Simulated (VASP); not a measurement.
Crystal: Pd.

```
Pd
1.0
    -1.57228    1.57228    1.57228
     1.57228   -1.57228    1.57228
     1.57228    1.57228   -1.57228
Pd
1
Cartesian
  0.0000 0.0000 0.0000
```

* Program: VASP 6.6.1
* Task: relaxation of cell and atoms
* Functional: BLYP
* Dispersion: D3(BJ)
* Potentials or basis: VASP PAW PBE potentials, release 64 (Pd)
* Cutoff: 600 eV
* k mesh: 13 × 13 × 13
* Occupations: gaussian, width 0.01 eV
* Spin: no spin polarisation

At the start: pressure -6.5 GPa; volume 15.55 Å³/atom.

Problem. How do energy, volume and symmetry change on relaxing?

Solution. Over 3 steps the energy falls by 12.7 meV/atom and the volume is 14.95 Å³/atom (-3.8 %); space group Im-3m (No. 229, to 0.05 Å).

Step by step:
```
step  energy change (eV)  largest force (eV/Å)  pressure (GPa)  volume (Å³)
   1              0.0000                0.0000           -6.50        15.55
   2              0.0133                0.0000           11.41        14.17
   3             -0.0127                0.0000           -0.09        14.95
```

Final structure:
```cif
data_structure
_symmetry_space_group_name_H-M 'P 1'
_symmetry_Int_Tables_number 1
_cell_length_a 2.6882
_cell_length_b 2.6882
_cell_length_c 2.6882
_cell_angle_alpha 109.471
_cell_angle_beta 109.471
_cell_angle_gamma 109.471
_cell_volume 14.95
loop_
_atom_site_label
_atom_site_type_symbol
_atom_site_fract_x
_atom_site_fract_y
_atom_site_fract_z
_atom_site_occupancy
Pd1 Pd 0.00000 0.00000 0.00000 1
```

Caveat: the PAW data sets were made with another functional, which shifts forces and pressure a little; pairwise dispersion overbinds metals, which lowers pressure and volume.
